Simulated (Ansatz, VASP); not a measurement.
# One calculation of Rb2H3, two programs

File INCAR:

```
ALGO     = Normal         # electronic algorithm
EDIFF    = 1E-6           # SCF threshold, eV
ENCUT    = 520            # plane-wave cutoff, eV
GGA      = PE             # functional
ISIF     = 2              # what is computed and relaxed
ISMEAR   = 0              # smearing method
LASPH    = T              # aspherical terms in the spheres
LCHARG   = F              # write CHGCAR
LREAL    = F              # projectors in reciprocal space
LWAVE    = F              # write WAVECAR
NBANDS   = 18             # bands
NELM     = 60             # most SCF steps
PREC     = Accurate       # precision mode
SIGMA    = 0.1            # smearing width, eV
```

File KPOINTS:

```
k-points
0
Gamma
  6 6 4
```

POSCAR

```
Rb2H3
1.0
    4.1751550318      0.0000000000      0.0000000000
   -2.0875775159      3.6157903223      0.0000000000
    0.0000000000      0.0000000000      6.4958630317
Rb H
2 3
Direct
    0.3333333333      0.6666666667      0.2450000000
    0.6666666667      0.3333333333      0.7550000000
    0.0000000000      0.0000000000      0.0000000000
    0.3333333333      0.6666666667      0.6450000000
    0.6666666667      0.3333333333      0.3550000000
```

Input for Ansatz:

```yaml
crystal:
  lattice:
    - [4.1751550318, 0.0, 0.0]
    - [-2.0875775159, 3.6157903223, 0.0]
    - [0.0, 0.0, 6.4958630317]
  atoms:
    - { symbol: Rb, position: [0.3333333333, 0.6666666667, 0.245] }
    - { symbol: Rb, position: [0.6666666667, 0.3333333333, 0.755] }
    - { symbol: H, position: [0.0, 0.0, 0.0] }
    - { symbol: H, position: [0.3333333333, 0.6666666667, 0.645] }
    - { symbol: H, position: [0.6666666667, 0.3333333333, 0.355] }
basis:
  ecutwfc: 420
kpoints:
  mp_grid: { grid: [6, 6, 4] }
hamiltonian:
  xc: pbe
scf:
  occupations: { method: gaussian, width: 0.1 }
  lower_state_search: "off"
output:
  forces: true
  stress: true
  eigenvalues: true
```

Alike in both runs: task single point; functional PBE; k mesh 6 × 6 × 4; occupations gaussian, width 0.1 eV; no spin polarisation.

|  | VASP | Ansatz |
| --- | --- | --- |
| version | VASP 6.6.1 | Ansatz 0.2.0 |
| potentials or method | VASP PAW PBE potentials, release 64 (Rb_sv, H), cutoff 520 eV | scalar-relativistic, plane waves, PAW |
| valence electrons in the cell | 21 | 21 |

|  | VASP | Ansatz | Ansatz less VASP |
| --- | --- | --- | --- |
| gap on the k mesh at the Fermi level (eV) | none | none | - |
| pressure (GPa) | 5.1 | 5.1 | -0.01 |
| traceless stress, the component that is largest in VASP (GPa) | -0.85 | -0.84 | +0.009 |
| rms of the force components (eV/Å) | 0.212 | 0.209 | -0.0021 |

Atom by atom the forces differ by 0.002 eV/Å (rms over components). A gap of «none» marks a metal or a gap that the smearing closes.
